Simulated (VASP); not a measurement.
Here is a VASP 6.6.1 calculation.

INCAR

```
PREC = Accurate ; ENCUT = 600
EDIFF = 1E-6 ; ISMEAR = 0
SIGMA = 0.1 ; LREAL = F
LASPH = T ; NELM = 100
ALGO = Normal ; ISIF = 3
LWAVE = F ; LCHARG = F
GGA = PE ; IBRION = 2
NSW = 90 ; EDIFFG = -0.04
```

KPOINTS

```
regular mesh
0
Gamma
  4 4 6
```

POSCAR

```
LiTa4O
1.0
    6.7560090136      0.0000000000      0.0000000000
    0.0000000000      6.7560090136      0.0000000000
    0.0000000000      0.0000000000      2.7738497519
Li Ta O
1 4 1
Direct
    0.5000000000      0.5000000000      0.5000000000
    0.6995875186      0.0000000000      0.5000000000
    0.3004124814      0.0000000000      0.5000000000
    0.0000000000      0.6995875186      0.5000000000
    0.0000000000      0.3004124814      0.5000000000
    0.0000000000      0.0000000000      0.5000000000
```

Potentials or basis: VASP PAW PBE potentials, release 64 (Li_sv, Ta_pv, O).

Launch:

```console
$ cat potpaw_PBE.64/Li_sv/POTCAR potpaw_PBE.64/Ta_pv/POTCAR potpaw_PBE.64/O/POTCAR > POTCAR
$ mpirun -np 1 vasp_std > vasp.out
```

(1) What does it give for the relaxed volume?

(2) What does it give for the band gap on the k mesh?

(3) Predict the space group after relaxing (to 0.1 Å).

(4) Estimate the relaxed cell.

## Answers

(1) 21.13 Å³/atom.

(2) zero (an odd number of electrons rules out a gap without spin polarisation).

(3) P4/mmm (No. 123).

(4) a = 6.877 Å, b = 6.877 Å, c = 2.681 Å, α = 90.00°, β = 90.00°, γ = 90.00°.

Caveat: the k points lie up to 0.39 Å⁻¹ apart in the final cell, too coarse for converged energies and pressures of a metal; the cutoff is under 1.25 times the usual one of these potentials, so pressure, stress and relaxed cells hold a basis-set (Pulay) error; spin-orbit coupling is left out, which moves the levels of the heavy elements.
